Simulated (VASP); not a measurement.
# SnSe2 (P-3m1) in VASP: a series of runs

SnSe2 is run at these levels: PBE+D3(BJ); tasks: single point.

Program: VASP 6.6.1. These are calculated values, not measurements. Logs are shortened: lines on timing, memory, paths and dates and some standing lists are left out, and cuts for length are marked.

### 1 The cell of the first run

It takes space group P-3m1 (No. 164, trigonal). Conventional cell: a = 3.744 Å, b = 3.744 Å, c = 6.984 Å, α = 90.00°, β = 90.00°, γ = 120.00°. Sn (site symmetry -3m) has 6 Se at 2.85 Å and 6 Sn at 3.74 Å within 3.8 Å. Se (site symmetry 3m) has 3 Sn at 2.85 Å and 6 Se at 3.74 Å within 3.8 Å.

### 2 Single point, PBE+D3(BJ)

Input file INCAR:

```
SYSTEM = SnSe2
PREC = Accurate
ENCUT = 500
EDIFF = 1E-6
ISMEAR = 0
SIGMA = 0.03
LREAL = .FALSE.
LASPH = .TRUE.
NELM = 120
ALGO = Normal
ISIF = 2
LWAVE = .FALSE.
LCHARG = .FALSE.
GGA = PE
IVDW = 12
NBANDS = 20
GGA_COMPAT = .FALSE.
```

Input file KPOINTS:

```
regular mesh
0
G
  12 12 6
  0 0 0
```

Input file POSCAR:

```
SnSe2
1.0
    3.7440000000      0.0000000000      0.0000000000
   -1.8720000000      3.2423991118      0.0000000000
    0.0000000000      0.0000000000      6.9835000000
Sn Se
1 2
Direct
    0.0000000000      0.0000000000      0.0000000000
    0.3333333333      0.6666666667      0.2651331237
    0.6666666667      0.3333333333      0.7348668763
```

Potentials or basis: VASP PAW PBE potentials, release 64 (Sn_d, Se).

Command:

```bash
$ cat potpaw_PBE.64/Sn_d/POTCAR potpaw_PBE.64/Se/POTCAR > POTCAR
$ mpirun -np 1 vasp_std > vasp.out
```

OUTCAR:

```text
SYSTEM = SnSe2
   PREC = Accurate
   ENCUT = 500
   EDIFF = 1E-6
   ISMEAR = 0
   LREAL = .FALSE.
   LASPH = .TRUE.
   NELM = 120
   ISIF = 2
   GGA = PE
   IVDW = 12
 IVDW          = 12

 ion  position               nearest neighbor table
   1  0.000  0.000  0.000-   2 2.85   3 2.85   3 2.85   2 2.85   3 2.85   2 2.85
   2  0.333  0.667  0.265-   1 2.85   1 2.85   1 2.85
   3  0.667  0.333  0.735-   1 2.85   1 2.85   1 2.85

  LATTYP: Found a hexagonal cell.
 ALAT       =     3.7440000000
 C/A-ratio  =     1.8652510684

  Lattice vectors:

 A1 = (   3.7440000000,   0.0000000000,   0.0000000000)
 A2 = (  -1.8720000000,   3.2423991118,   0.0000000000)
 A3 = (   0.0000000000,   0.0000000000,   6.9835000000)

Analysis of symmetry for initial positions (statically):
=====================================================================
 Subroutine PRICEL returns:
 Original cell was already a primitive cell.

 Routine SETGRP: Setting up the symmetry group for a
 hexagonal supercell.

 Subroutine GETGRP returns: Found 12 space group operations
 (whereof 12 operations were pure point group operations)
 out of a pool of 24 trial point group operations.

The static configuration has the point symmetry D_3d.

Analysis of symmetry for dynamics (positions and initial velocities):
=====================================================================
 Subroutine PRICEL returns:
 Original cell was already a primitive cell.

 Routine SETGRP: Setting up the symmetry group for a
 hexagonal supercell.

 Subroutine GETGRP returns: Found 12 space group operations
 (whereof 12 operations were pure point group operations)
 out of a pool of 24 trial point group operations.

The dynamic configuration has the point symmetry D_3d.

 Subroutine INISYM returns: Found 12 space group operations
 (whereof 12 operations are pure point group operations),
 and found     1 'primitive' translations

----------------------------------------------------------------------------------------

                                     Primitive cell

  volume of cell :      84.7765

  direct lattice vectors                    reciprocal lattice vectors
     3.744000000  0.000000000  0.000000000     0.267094017  0.154206803  0.000000000
    -1.872000000  3.242399112  0.000000000     0.000000000  0.308413605  0.000000000
     0.000000000  0.000000000  6.983500000     0.000000000  0.000000000  0.143194673

  length of vectors
     3.744000000  3.744000000  6.983500000     0.308413605  0.308413605  0.143194673

  position of ions in fractional coordinates (direct lattice)
     0.000000000  0.000000000  0.000000000
     0.333333333  0.666666667  0.265133124
     0.666666667  0.333333333  0.734866876

  ion indices of the primitive-cell ions
   primitive index   ion index
                 1           1
                 2           2
                 3           3

----------------------------------------------------------------------------------------

 KPOINTS: regular mesh

Automatic generation of k-mesh.
 Grid dimensions read from file:
 generate k-points for:   12   12    6

 Generating k-lattice:

  Cartesian coordinates                     Fractional coordinates (reciprocal lattice)
     0.022257835  0.012850567  0.000000000     0.083333333  0.000000000  0.000000000
     0.000000000  0.025701134  0.000000000     0.000000000  0.083333333  0.000000000
     0.000000000  0.000000000  0.023865779     0.000000000  0.000000000  0.166666667

  Length of vectors
     0.025701134  0.025701134  0.023865779

  Shift w.r.t. Gamma in fractional coordinates (k-lattice)
     0.000000000  0.000000000  0.000000000

 Subroutine IBZKPT returns following result:
 ===========================================

 Found    100 irreducible k-points:

 Following reciprocal coordinates:
            Coordinates               Weight
  0.000000  0.000000  0.000000      1.000000
  0.083333  0.000000  0.000000      6.000000
  0.166667  0.000000  0.000000      6.000000
  0.250000  0.000000  0.000000      6.000000
  0.333333  0.000000  0.000000      6.000000
  0.416667  0.000000  0.000000      6.000000
[... 16 lines left out ...]
  0.166667  0.000000  0.166667      6.000000
  0.000000  0.166667  0.166667      6.000000
 [... further k-points ...]
   k-points           NKPTS =    100   k-points in BZ     NKDIM =    100   number of bands    NBANDS=     20
   number of dos      NEDOS =    301   number of ions     NIONS =      3
   total plane-waves  NPLWV =  42336
   dimension x,y,z NGX =    28 NGY =   28 NGZ =   54
   dimension x,y,z NGXF=    56 NGYF=   56 NGZF=  108
   ions per type =               1   2
   NGX,Y,Z   is equivalent  to a cutoff of  12.43, 12.43, 12.85 a.u.
   NGXF,Y,Z  is equivalent  to a cutoff of  24.87, 24.87, 25.71 a.u.
 SYSTEM =  SnSe2
   PREC   = accura    normal or accurate (medium, high low for compatibility)
   ISTART =      0    job   : 0-new  1-cont  2-samecut
   ICHARG =      2    charge: 1-file 2-atom 10-const
   ISPIN  =      1    spin polarized calculation?
   LNONCOLLINEAR =      F non collinear calculations
   LSORBIT =      F    spin-orbit coupling
   LASPH  =      T    aspherical Exc in radial PAW
   ENCUT  =  500.0 eV  36.75 Ry    6.06 a.u.   6.83  6.83 12.73*2*pi/ulx,y,z
   NELM   =    120;   NELMIN=  2; NELMDL= -5     # of ELM steps
   EDIFF  = 0.1E-05   stopping-criterion for ELM
   LREAL  =      F    real-space projection
   EDIFFG = 0.1E-04   stopping-criterion for IOM
   NSW    =      0    number of steps for IOM
   IBRION =     -1    ionic relax: 0-MD 1-quasi-New 2-CG
   NFREE  =      0    steps in history (QN), initial steepest desc. (CG)
   ISIF   =      2    stress and relaxation
   ISYM   =      2    0-nonsym 1-usesym 2-fastsym
   POTIM  = 0.5000    time-step for ionic-motion
   TEBEG  =    0.0;   TEEND  =   0.0 temperature during run
   PSTRESS=    0.0 pullay stress
   NELECT =      26.0000    total number of electrons
   NUPDOWN=      -1.0000    fix difference up-down
   EMIN   =  10.00;   EMAX   =-10.00  energy-range for DOS
   EFERMI =   0.00;   METHOD = LEGACY
   ISMEAR =     0;   SIGMA  =   0.03  broadening in eV -4-tet -1-fermi 0-gaus
   EFERMI_NEDOS =   21; number of points for ismear=-14 and -15
   IALGO  =     38    algorithm
   IMIX   =      4    mixing-type and parameters
     AMIX     =   0.40;   BMIX     =  1.00
     AMIX_MAG =   1.60;   BMIX_MAG =  1.00
  volume/ion in A,a.u.               =      28.26       190.70
  Fermi-wavevector in a.u.,A,eV,Ry     =   1.104013  2.086282 16.583385  1.218844
  Thomas-Fermi vector in A             =   2.240479
   LORBIT       =      0    0 simple, 1 ext, 2 COOP (PROOUT), +10 PAW based schemes
   GGA     = PE    functional components
   LHFCALC =     F    Hartree Fock is set to
   AEXX    =    0.0000 exact exchange contribution
   IVDW    =    12    specifies the selected vdW correction
   LEPSILON=     F    determine dielectric tensor
   LRPA    =     F    only Hartree local field effects (RPA)
 non-spin polarized calculation
 Gauss-broadening in eV      SIGMA  =   0.03
  energy-cutoff  :      500.00
  volume of cell :       84.78
 maximum number of plane-waves:      2180
   NGX = 13   NGY = 13   NGZ = 25

 number of electron      25.9999990 magnetization

 Free energy of the ion-electron system (eV)
  ---------------------------------------------------
  ext. energy  EPLUGINS =         0.00000000
  ---------------------------------------------------
  free energy    TOTEN  =       -11.41595943 eV

  energy without entropy =      -11.41518949  energy(sigma->0) =      -11.41557446

 E-fermi :   3.6632     XC(G=0):  -9.1240

 val. band max:        3.6610793688   @ k =   0.4167   0.0833   0.5000
 cond. band min:       3.6638362215   @ k =   0.0833   0.0000   0.5000
 fundamental gap:      0.0027568527
 Fermi energy:         3.6632210102

 k-point     1 :       0.0000    0.0000    0.0000
  band No.  band energies     occupation
      1     -17.9206      2.00000
      2     -17.9206      2.00000
      3     -17.8557      2.00000
      4     -17.8437      2.00000
      5     -17.8437      2.00000
      6      -9.9084      2.00000
[... 12 lines left out ...]
     19      12.2388      0.00000
     20      12.7343      0.00000

 k-point     2 :       0.0833    0.0000    0.0000
  band No.  band energies     occupation
      1     -17.9215      2.00000
      2     -17.9170      2.00000
      3     -17.8536      2.00000
      4     -17.8465      2.00000
      5     -17.8442      2.00000
      6      -9.8438      2.00000
[... 12 lines left out ...]
     19      11.8826      0.00000
     20      12.4764      0.00000

 k-point     3 :       0.1667    0.0000    0.0000
  band No.  band energies     occupation
      1     -17.9245      2.00000
      2     -17.9072      2.00000
      3     -17.8539      2.00000
      4     -17.8478      2.00000
      5     -17.8456      2.00000
      6      -9.6560      2.00000
[... 12 lines left out ...]
     19      11.7554      0.00000
     20      12.4091      0.00000

 k-point     4 :       0.2500    0.0000    0.0000
  band No.  band energies     occupation
      1     -17.9295      2.00000
      2     -17.8940      2.00000
      3     -17.8635      2.00000
      4     -17.8473      2.00000
      5     -17.8393      2.00000
      6      -9.3654      2.00000
[... 12 lines left out ...]
     19      12.0441      0.00000
     20      12.4691      0.00000

 k-point     5 :       0.3333    0.0000    0.0000
  band No.  band energies     occupation
      1     -17.9353      2.00000
      2     -17.8809      2.00000
      3     -17.8726      2.00000
      4     -17.8488      2.00000
      5     -17.8305      2.00000
      6      -9.0149      2.00000
[... 12 lines left out ...]
     19      11.8646      0.00000
     20      13.2199      0.00000

 k-point     6 :       0.4167    0.0000    0.0000
  band No.  band energies     occupation
      1     -17.9401      2.00000
      2     -17.8789      2.00000
      3     -17.8717      2.00000
      4     -17.8495      2.00000
      5     -17.8240      2.00000
      6      -8.6836      2.00000
[... 12 lines left out ...]
     19      11.9604      0.00000
     20      12.9658      0.00000

 k-point     7 :       0.5000    0.0000    0.0000
  band No.  band energies     occupation
      1     -17.9420      2.00000
      2     -17.8811      2.00000
      3     -17.8686      2.00000
      4     -17.8495      2.00000
      5     -17.8215      2.00000
      6      -8.5213      2.00000
[... 12 lines left out ...]
     19      12.2140      0.00000
     20      12.5564      0.00000
[... 277 lines left out ...]
 k-point    20 :       0.0000    0.0000    0.1667
  band No.  band energies     occupation
      1     -17.9206      2.00000
      2     -17.9206      2.00000
      3     -17.8557      2.00000
      4     -17.8437      2.00000
      5     -17.8437      2.00000
      6      -9.8769      2.00000
[... 12 lines left out ...]
     19      12.0759      0.00000
     20      12.6274      0.00000

 k-point    21 :       0.0833    0.0000    0.1667
  band No.  band energies     occupation
      1     -17.9215      2.00000
      2     -17.9170      2.00000
      3     -17.8536      2.00000
      4     -17.8465      2.00000
      5     -17.8442      2.00000
      6      -9.8125      2.00000
[... 12 lines left out ...]
     19      11.7064      0.00000
     20      12.6139      0.00000

 k-point    22 :       0.0000    0.0833    0.1667
  band No.  band energies     occupation
      1     -17.9215      2.00000
      2     -17.9170      2.00000
      3     -17.8536      2.00000
      4     -17.8465      2.00000
      5     -17.8442      2.00000
      6      -9.8125      2.00000
[... 12 lines left out ...]
     19      11.7383      0.00000
     20      12.4807      0.00000

 k-point    23 :       0.1667    0.0000    0.1667
  band No.  band energies     occupation
      1     -17.9245      2.00000
      2     -17.9072      2.00000
      3     -17.8539      2.00000
      4     -17.8477      2.00000
      5     -17.8456      2.00000
      6      -9.6255      2.00000
[... 12 lines left out ...]
     19      11.9351      0.00000
     20      12.1874      0.00000

 k-point    24 :       0.0000    0.1667    0.1667
  band No.  band energies     occupation
      1     -17.9245      2.00000
      2     -17.9072      2.00000
      3     -17.8539      2.00000
      4     -17.8477      2.00000
      5     -17.8456      2.00000
      6      -9.6255      2.00000
[... 12 lines left out ...]
     19      11.5603      0.00000
     20      12.0014      0.00000

 [... further k-points ...]

------------------------ aborting loop because EDIFF is reached ----------------------------------------

 Edisp (eV)   -0.98369

 E8    (eV) :    -0.4305

  FORCE on cell =-STRESS in cart. coord.  units (eV):
  Direction    XX          YY          ZZ          XY          YZ          ZX
  --------------------------------------------------------------------------------------
  -------------------------------------------------------------------------------------
  Total      -0.49862    -0.49862    -6.81275    -0.00000     0.00000    -0.00000
  in kB      -9.42327    -9.42327  -128.75304    -0.00000     0.00000    -0.00000
  external pressure =      -49.20 kB  Pullay stress =        0.00 kB

 VOLUME and BASIS-vectors are now :
 -----------------------------------------------------------------------------
  energy-cutoff  :      500.00
  volume of cell :       84.78
      direct lattice vectors                 reciprocal lattice vectors
     3.744000000  0.000000000  0.000000000     0.267094017  0.154206803  0.000000000
    -1.872000000  3.242399112  0.000000000     0.000000000  0.308413605  0.000000000
     0.000000000  0.000000000  6.983500000     0.000000000  0.000000000  0.143194673

 POSITION                                       TOTAL-FORCE (eV/Angst)
 -----------------------------------------------------------------------------------
      0.00000      0.00000      0.00000         0.000000      0.000000      0.000000
     -0.00000      2.16160      1.85156         0.000000     -0.000000     -1.561910
      1.87200      1.08080      5.13194        -0.000000      0.000000      1.561910
 -----------------------------------------------------------------------------------
    total drift:                               -0.000000      0.000000      0.000000

  FREE ENERGIE OF THE ION-ELECTRON SYSTEM (eV)
  ---------------------------------------------------
  free  energy   TOTEN  =       -12.3996458481 eV

  energy  without entropy=      -12.3988759140  energy(sigma->0) =      -12.39926088
```

Run time: 65 s. Hardware: 1 thread of Intel Xeon 6975P-C (Granite Rapids), shared host; peak memory 0.31 GiB.

Results:

```yaml
Free_energy: -12.3996 eV
Pressure: -4.9 GPa
Largest_force: 1.562 eV/Å
Band_gap_on_the_k_mesh: zero (band 13 reaches 3.73 eV, above the bottom of band 14 at 3.26 eV)
Dispersion_energy_per_atom: -0.328 eV
```

Forces in eV/Å, atoms in the order of the input:
```
Sn   0.000  0.000  0.000
Se   0.000  0.000 -1.562
Se   0.000  0.000  1.562
```

Caveat: spin-orbit coupling is left out, which moves the levels of the heavy elements; forces of over 1 eV/Å act on the atoms, so gaps and moduli don't describe the material at rest.

### 3 Single point, PBE+D3(BJ)

This run uses another cell than the first one, of 28.35 Å³/atom, 1.003 times its volume.

Input file INCAR:

```
SYSTEM = SnSe2
PREC     = Accurate       ! precision mode
ENCUT    = 500            ! plane-wave cutoff, eV
EDIFF    = 1E-6           ! SCF threshold, eV
ISMEAR   = 0              ! smearing method
SIGMA    = 0.03           ! smearing width, eV
LREAL    = .FALSE.        ! projectors in reciprocal space
LASPH    = .TRUE.         ! aspherical terms in the spheres
NELM     = 120            ! most SCF steps
ALGO     = Normal         ! electronic algorithm
ISIF     = 2              ! what is computed and relaxed
LWAVE    = .FALSE.        ! write WAVECAR
LCHARG   = .TRUE.         ! write CHGCAR
GGA      = PE             ! functional
IVDW     = 12             ! dispersion correction
LELF     = .TRUE.         ! ELF
LVHAR    = .TRUE.       
NBANDS   = 20             ! bands
GGA_COMPAT= .FALSE.
```

Input file KPOINTS:

```
Automatic mesh
0
G
  12 12 6
  0 0 0
```

Input file POSCAR:

```
SnSe2
1.0
    3.8400433021      0.0000000000      0.0000000000
   -1.9200216511      3.3255750513      0.0000000000
    0.0000000000      0.0000000000      6.6590000000
Sn Se
1 2
Direct
    0.0000000000      0.0000000000      0.0000000000
    0.3333333333      0.6666666667      0.2651331237
    0.6666666667      0.3333333333      0.7348668763
```

Potentials or basis: VASP PAW PBE potentials, release 64 (Sn_d, Se).

Command:

```bash
$ cat potpaw_PBE.64/Sn_d/POTCAR potpaw_PBE.64/Se/POTCAR > POTCAR
$ mpirun -np 1 vasp_std > vasp.out
```

Wall time 65 s (1 thread of Intel Xeon 6975P-C (Granite Rapids), shared host); peak memory 0.29 GiB.

The run converged. Its results:

- Free energy: -12.6298 eV
- Pressure: -5.3 GPa
- Largest force: 1.249 eV/Å
- Band gap on the k mesh: zero (band 13 reaches 3.45 eV, above the bottom of band 14 at 3.43 eV)
- Dispersion energy per atom: -0.327 eV

Forces on the atoms (eV/Å):
```
Sn   0.000  0.000  0.000
Se   0.000  0.000 -1.249
Se   0.000  0.000  1.249
```

Stress tensor (GPa, compression positive):
```
-3.03  0.00  0.00
 0.00 -3.03  0.00
 0.00  0.00 -9.77
```

Levels at points of the mesh, in eV from the Fermi level:
| k point | band 9 | band 10 | band 11 | band 12 | band 13 | band 14 | band 15 | band 16 | band 17 | band 18 |
| --- | --- | --- | --- | --- | --- | --- | --- | --- | --- | --- |
| (0.00, 0.00, 0.00) | -0.90 | -0.34 | -0.34 | -0.19 | -0.19 | 0.45 | 3.31 | 4.48 | 4.48 | 7.30 |
| (0.50, 0.00, 0.00) | -4.13 | -3.08 | -2.01 | -1.71 | -0.38 | 0.74 | 3.29 | 4.55 | 4.99 | 5.24 |
| (0.00, 0.00, 0.50) | -2.57 | -0.46 | -0.46 | -0.03 | -0.03 | 2.10 | 3.00 | 4.29 | 4.29 | 6.96 |
| (0.50, 0.00, 0.50) | -4.52 | -2.31 | -1.82 | -1.12 | -0.73 | -0.04 | 3.21 | 4.30 | 5.13 | 5.42 |

Caveat: spin-orbit coupling is left out, which moves the levels of the heavy elements; forces of over 1 eV/Å act on the atoms, so gaps and moduli don't describe the material at rest.
